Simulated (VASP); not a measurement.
Write the native input for VASP 6.6.1 that does the following.

| Quantity | Value |
| --- | --- |
| Task | relaxation of cell and atoms |
| Functional | r2SCAN |
| Potentials or basis | VASP PAW PBE potentials, release 64 (Zn, S) |
| Cutoff | 600 eV |
| k mesh | 9 × 9 × 9 |
| Occupations | fermi-dirac, width 0.05 eV |
| Spin | no spin polarisation |
| Dipole correction | no |
| Further INCAR settings | ALGO = Normal; EDIFF = 1e-06; IBRION = 2; EDIFFG = -0.01; NSW = 60; ISIF = 3 |

ZnS:

```xyz
2
Lattice="0.0000 2.7020 2.7020 2.7020 0.0000 2.7020 2.7020 2.7020 0.0000" Properties=species:S:1:pos:R:3 pbc="T T T"
Zn    4.0530    4.0530    4.0530
S     0.0000    0.0000    0.0000
```

The input as run:

POSCAR

```
ZnS
1.0
    0.0000000000      2.7020000000      2.7020000000
    2.7020000000      0.0000000000      2.7020000000
    2.7020000000      2.7020000000      0.0000000000
Zn S
1 1
Direct
    0.7500000000      0.7500000000      0.7500000000
    0.0000000000      0.0000000000      0.0000000000
```

INCAR.step1

```
SYSTEM = ZnS
PREC = Accurate
ENCUT = 600
ISMEAR = -1
SIGMA = 0.05
LREAL = .FALSE.
LASPH = .TRUE.
NELM = 60
GGA = PE
ALGO = Normal
EDIFF = 1E-4
LWAVE = .TRUE.
LCHARG = .FALSE.
```

INCAR.step2

```
SYSTEM = ZnS
PREC = Accurate
ENCUT = 600
EDIFF = 1E-6
ISMEAR = -1
SIGMA = 0.05
LREAL = .FALSE.
LASPH = .TRUE.
NELM = 60
ALGO = Normal
ISIF = 3
LWAVE = .FALSE.
LCHARG = .FALSE.
METAGGA = R2SCAN
LMIXTAU = .TRUE.
IBRION = 2
NSW = 60
EDIFFG = -0.01
ISTART = 1
```

KPOINTS

```
regular mesh
0
G
  9 9 9
  0 0 0
```

Potentials or basis: VASP PAW PBE potentials, release 64 (Zn, S).

Launch:

```bash
$ cat potpaw_PBE.64/Zn/POTCAR potpaw_PBE.64/S/POTCAR > POTCAR
$ cp INCAR.step1 INCAR
$ mpirun -np 1 vasp_std > vasp.out
$ cp INCAR.step2 INCAR
$ mpirun -np 1 vasp_std > vasp.out
```

Results of the run:

| Quantity | Value |
| --- | --- |
| Relaxed volume | 19.57 Å³/atom |
| Relaxed cell | a = 3.811 Å, b = 3.811 Å, c = 3.811 Å, α = 60.00°, β = 60.00°, γ = 60.00° |
| Space group after relaxing (to 0.1 Å) | F-43m (No. 216) |
| Energy gained by relaxing | 0.4 meV/atom |
| Ionic steps | 4 |
| Pressure after relaxing | 0.0 GPa |
| Band gap on the k mesh | 2.71 eV |

Caveat: the PAW data sets were made with another functional, which shifts forces and pressure a little.

Run time: 2.5 min on 1 thread of Intel(R) Xeon(R) Platinum 8488C (Sapphire Rapids), with other jobs on the host, peak memory 0.2 GiB.
